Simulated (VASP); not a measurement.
Write the native input for VASP 6.6.1 that does the following.

```yaml
Task: single point
Functional: PBE
Potentials_or_basis: VASP PAW PBE potentials, release 64 (Be, Te)
Cutoff: 520 eV
k_mesh: 6 × 6 × 6
Occupations: gaussian, width 0.01 eV
Spin: no spin polarisation
Dipole_correction: no
Further_INCAR_settings: ALGO = Normal; EDIFF = 1e-06; NBANDS = 30
```

The structure of BeTe3 lies in POSCAR:

```
BeTe3
1.0
    5.6971667919     -0.0006554977      0.0043238472
    0.0011668478      5.7457373300      0.0024612202
    0.3159624444      1.3795544940      8.0832638324
Be Te
2 6
Direct
    0.9932397085      0.9999466506      0.0005177510
    0.4905307934      0.4972040356      0.9995045745
    0.2308708443      0.7701216016      0.8302390470
    0.7821489188      0.3179218842      0.8305247918
    0.7084760527      0.7311083204      0.1694693862
    0.2614928351      0.1792807544      0.1724322972
    0.9927277014      0.4267208169      0.3780019680
    0.5405131461      0.0776959363      0.6193101842
```

These files were run (other wordings do the same):

INCAR

```
SYSTEM = BeTe3
PREC = Accurate ; ENCUT = 520
EDIFF = 1E-6 ; ISMEAR = 0
SIGMA = 0.01 ; LREAL = .False.
LASPH = .True. ; NELM = 100
ALGO = Normal ; ISIF = 2
LWAVE = .False. ; LCHARG = .False.
GGA = PE ; NBANDS = 30
```

KPOINTS

```
Automatic mesh
0
Gamma
  6 6 6
  0 0 0
```

Potentials or basis: VASP PAW PBE potentials, release 64 (Be, Te).

The run is started by

```sh
$ cat potpaw_PBE.64/Be/POTCAR potpaw_PBE.64/Te/POTCAR > POTCAR
$ mpirun -np 1 vasp_std > vasp.out
```

It gave:

The pressure is 0.1 GPa and the largest force is 0.019 eV/Å. The band gap on the k mesh is 0.20 eV, indirect (least direct gap 0.30 eV).

Caveat: spin-orbit coupling is left out, which moves the levels of the heavy elements.

Run time: 6.4 min on 1 thread of Intel(R) Xeon(R) 6975P-C (Granite Rapids) (shared host), peak memory 0.81 GiB.
